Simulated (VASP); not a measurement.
Input of a VASP 6.6.1 run:

The input INCAR:

```
PREC = Accurate
ENCUT = 520
EDIFF = 1E-6
ISMEAR = 0
SIGMA = 0.02
LREAL = F
LASPH = T
NELM = 80
ALGO = Normal
ISIF = 2
LWAVE = F
LCHARG = F
GGA = PE
NBANDS = 61
```

Contents of KPOINTS:

```
Automatic mesh
0
Gamma
  6 6 4
```

The input POSCAR:

```
BeZn5Se6
1.0
    6.8903925885      0.0000000000      0.0000000000
   -3.4451962942      5.9672550237      0.0000000000
    0.0000000000      0.0000000000      6.5393408048
Be Zn Se
1 5 6
Direct
    0.0000000000      0.0000000000      0.0030048836
    0.6666666667      0.3333333333      0.0051128366
    0.3333333333      0.6666666667      0.0051128366
    0.0000000000      0.3250531078      0.5065731874
    0.6749468922      0.6749468922      0.5065731874
    0.3250531078      0.0000000000      0.5065731874
    0.6666666667      0.3333333333      0.3842738481
    0.3333333333      0.6666666667      0.3842738481
    0.0000000000      0.0000000000      0.3503081304
    0.0000000000      0.3101302381      0.8860646648
    0.6898697619      0.6898697619      0.8860646648
    0.3101302381      0.0000000000      0.8860646648
```

Potentials or basis: VASP PAW PBE potentials, release 64 (Be, Zn, Se).

Run with:

```sh
$ cat potpaw_PBE.64/Be/POTCAR potpaw_PBE.64/Zn/POTCAR potpaw_PBE.64/Se/POTCAR > POTCAR
$ mpirun -np 1 vasp_std > vasp.out
```

(1) What does it give for the band gap on the k mesh?

(2) Predict the pressure.

Results:

(1) 1.55 eV, direct.

(2) 0.2 GPa.
